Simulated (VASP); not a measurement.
Wanted: the native input for a VASP 6.6.1 run.

- Task: relaxation of cell and atoms
- Functional: PBEsol
- Potentials or basis: VASP PAW PBE potentials, release 64 (In_d)
- Cutoff: 600 eV
- k mesh: 10 × 10 × 10
- Occupations: fermi-dirac, width 0.05 eV
- Spin: no spin polarisation
- Target pressure: 2 GPa
- Dipole correction: no
- Further INCAR settings: ALGO = Normal; EDIFF = 1e-06; IBRION = 2; EDIFFG = -0.01; NSW = 60; ISIF = 3

The structure of In lies in POSCAR:

```
In
1.0
   -1.8825252400      1.8825252400      1.8825252400
    1.8825252400     -1.8825252400      1.8825252400
    1.8825252400      1.8825252400     -1.8825252400
In
1
Direct
    0.0000000000      0.0000000000      0.0000000000
```

These files were run (other wordings do the same):

INCAR

```
SYSTEM = In
ALGO     = Normal         ! electronic algorithm
EDIFF    = 1E-6           ! SCF threshold, eV
EDIFFG   = -0.01          ! ionic threshold
ENCUT    = 600            ! plane-wave cutoff, eV
GGA      = PS             ! functional
IBRION   = 2              ! ionic algorithm
ISIF     = 3              ! what is computed and relaxed
ISMEAR   = -1             ! smearing method
LASPH    = .TRUE.         ! aspherical terms in the spheres
LCHARG   = .FALSE.        ! write CHGCAR
LREAL    = .FALSE.        ! projectors in reciprocal space
LWAVE    = .FALSE.        ! write WAVECAR
NELM     = 80             ! most SCF steps
NSW      = 60             ! ionic steps
PREC     = Accurate       ! precision mode
PSTRESS  = 20.0         
SIGMA    = 0.05           ! smearing width, eV
```

KPOINTS

```
k-points
0
G
  10 10 10
  0 0 0
```

Potentials or basis: VASP PAW PBE potentials, release 64 (In_d).

Launch:

```console
$ cat potpaw_PBE.64/In_d/POTCAR > POTCAR
$ mpirun -np 1 vasp_std > vasp.out
```

Results of the run:

| Property | Result |
| --- | --- |
| Relaxed volume | 24.74 Å³/atom |
| Relaxed cell | a = 3.179 Å, b = 3.179 Å, c = 3.179 Å, α = 109.47°, β = 109.47°, γ = 109.47° |
| Space group after relaxing (to 0.05 Å) | Im-3m (No. 229) |
| Energy change on relaxing (the enthalpy is what falls) | +2.4 meV/atom |
| Ionic steps | 3 |
| Pressure after relaxing | 2.0 GPa |

Caveat: the cell is relaxed towards a set pressure, so the enthalpy falls and the energy may rise; the PAW data sets were made with another functional, which shifts forces and pressure a little.

Run time: 25 s on 1 thread of Intel(R) Xeon(R) Platinum 8375C CPU @ 2.90GHz (Ice Lake) (shared host), peak memory 0.17 GiB.
